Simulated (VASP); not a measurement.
A run of VASP 6.6.1:

The input INCAR:

```
SYSTEM = GaCo
ALGO = Fast
EDIFF = 1E-6
ENCUT = 520
GGA = PS
ISIF = 2
ISMEAR = 0
LASPH = .True.
LCHARG = .False.
LREAL = .False.
LWAVE = .False.
NBANDS = 18
NELM = 60
PREC = Accurate
SIGMA = 0.15
```

Contents of KPOINTS:

```
k-points
0
Gamma
  18 18 18
  0 0 0
```

The input POSCAR:

```
GaCo
1.0
    3.2363332474      0.0000000000      0.0000000000
    0.0000000000      3.2363332474      0.0000000000
    0.0000000000      0.0000000000      2.2880876059
Ga Co
1 1
Direct
    0.5000000000      0.5000000000      0.5000000000
    0.0000000000      0.0000000000      0.0000000000
```

Potentials or basis: VASP PAW PBE potentials, release 64 (Ga_d, Co).

Command:

```console
$ cat potpaw_PBE.64/Ga_d/POTCAR potpaw_PBE.64/Co/POTCAR > POTCAR
$ mpirun -np 1 vasp_std > vasp.out
```

Hardware: 1 thread of Intel(R) Xeon(R) Platinum 8259CL CPU @ 2.50GHz (Skylake/Cascade Lake) (shared host).

Estimate the wall time of this run.

Run time: 3.9 min on 1 thread of Intel(R) Xeon(R) Platinum 8259CL CPU @ 2.50GHz (Skylake/Cascade Lake) (shared host), peak memory 0.34 GiB. Counts: scf iterations 16, k points 550.
